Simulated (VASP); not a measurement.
Wanted: the native input for a VASP 6.6.1 run.

```
Task                   : single point
Functional             : PBE
Dispersion             : D3(BJ)
Potentials or basis    : VASP PAW PBE potentials, release 64 (S, W_sv)
Cutoff                 : 520 eV
k mesh                 : 9 × 9 × 1
Occupations            : gaussian, width 0.05 eV
Spin                   : no spin polarisation
Dipole correction      : yes
Further INCAR settings : ALGO = Normal; EDIFF = 1e-07; NBANDS = 35
```

The structure of WS2 lies in POSCAR:

```
WS2
1.0
    3.1595457497      0.0000000000      0.0000000000
   -1.5797728749      2.7362468836      0.0000000000
    0.0000000000      0.0000000000     23.8042575719
S W
4 2
Direct
    0.3333333333      0.6666666667      0.1890418126
    0.3333333333      0.6666666667      0.3214605103
    0.8333333333      0.6666666667      0.5205845529
    0.8333333333      0.6666666667      0.6530032506
    0.6666666667      0.3333333333      0.2552511581
    1.1666666667      0.3333333333      0.5867938984
```

This cell differs from its parent crystal: layers slid over each other.

The input as run:

INCAR

```
PREC     = Accurate       # precision mode
ENCUT    = 520            # plane-wave cutoff, eV
EDIFF    = 1E-7           # SCF threshold, eV
ISMEAR   = 0              # smearing method
SIGMA    = 0.05           # smearing width, eV
LREAL    = F              # projectors in reciprocal space
LASPH    = T              # aspherical terms in the spheres
NELM     = 80             # most SCF steps
ALGO     = Normal         # electronic algorithm
ISIF     = 2              # what is computed and relaxed
LWAVE    = F              # write WAVECAR
LCHARG   = F              # write CHGCAR
LDIPOL   = T            
IDIPOL   = 3            
DIPOL    = 0.5 0.5 0.421
GGA      = PE             # functional
IVDW     = 12             # dispersion correction
NBANDS   = 35             # bands
```

KPOINTS

```
Automatic mesh
0
Gamma
  9 9 1
```

Potentials or basis: VASP PAW PBE potentials, release 64 (S, W_sv).

Run with:

```sh
$ cat potpaw_PBE.64/S/POTCAR potpaw_PBE.64/W_sv/POTCAR > POTCAR
$ mpirun -np 1 vasp_std > vasp.out
```

It gave:

The largest force is 0.046 eV/Å, the band gap on the k mesh is 1.92 eV and the dispersion energy per atom is -0.328 eV.

Caveat: the cell differs from its parent crystal (layers slid over each other); spin-orbit coupling is left out, which moves the levels of the heavy elements.

Run time: 4.5 min on 1 thread of Intel(R) Xeon(R) Platinum 8259CL CPU @ 2.50GHz (Skylake/Cascade Lake), on a shared host, peak memory 0.4 GiB.
